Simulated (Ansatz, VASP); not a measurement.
C: VASP beside Ansatz

POSCAR

```
C
1.0
    0.0000000000      2.1267565396      3.6151901162
    1.2279212041      0.0000000000      3.6151901162
    1.2279212041      2.1267565396      0.0000000000
C
2
Direct
    0.1667039277      0.8332960723      0.1667039277
    0.8332960723      0.1667039277      0.8332960723
```

INCAR.step1

```
SYSTEM = C
PREC = Accurate ; ENCUT = 520
ISMEAR = 0 ; SIGMA = 0.05
LREAL = .FALSE. ; LASPH = .TRUE.
NELM = 80 ; NBANDS = 11
GGA = PE ; ALGO = Normal
EDIFF = 1E-4 ; LWAVE = .TRUE.
LCHARG = .FALSE.
```

Contents of INCAR.step2:

```
SYSTEM = C
PREC = Accurate ; ENCUT = 520
EDIFF = 1E-7 ; ISMEAR = 0
SIGMA = 0.05 ; LREAL = .FALSE.
LASPH = .TRUE. ; NELM = 80
ALGO = Normal ; ISIF = 2
LWAVE = .FALSE. ; LCHARG = .TRUE.
METAGGA = R2SCAN ; LMIXTAU = .TRUE.
LELF = .TRUE. ; LVHAR = .TRUE.
NBANDS = 11 ; ISTART = 1
```

The input KPOINTS:

```
regular mesh
0
G
  14 14 14
  0 0 0
```

Input for Ansatz:

```yaml
crystal:
  lattice:
    - [0.0, 2.1267565396, 3.6151901162]
    - [1.2279212041, 0.0, 3.6151901162]
    - [1.2279212041, 2.1267565396, 0.0]
  atoms:
    - { symbol: C, position: [0.1667039277, 0.8332960723, 0.1667039277] }
    - { symbol: C, position: [0.8332960723, 0.1667039277, 0.8332960723] }
basis:
  ecutwfc: 500
kpoints:
  mp_grid: { grid: [14, 14, 14] }
hamiltonian:
  xc: r2scan
scf:
  occupations: { method: gaussian, width: 0.05 }
output:
  forces: true
  stress: true
  eigenvalues: true
```

Change from the starting cell: strain +0.000 along x and y, +0.015 along z, atoms carried along.

Alike in both runs: task single point; functional r2SCAN; k mesh 14 × 14 × 14; occupations gaussian, width 0.05 eV; no spin polarisation.

|  | VASP | Ansatz |
| --- | --- | --- |
| version | VASP 6.6.1 | Ansatz 0.2.0 |
| potentials or method | VASP PAW PBE potentials, release 64 (C), cutoff 520 eV | scalar-relativistic, plane waves, PAW |
| valence electrons in the cell | 8 | 8 |

```csv
,VASP,Ansatz,Ansatz less VASP
gap on the k mesh at the Fermi level (eV),0.70,0.70,-0.001
least direct gap on the mesh (eV),0.81,0.81,-0.001
pressure (GPa),0.6,-0.1,-0.63
"traceless stress, the component that is largest in VASP (GPa)",-0.93,-0.20,+0.735
```

VASP's potentials were made for PBE, not for r2SCAN.
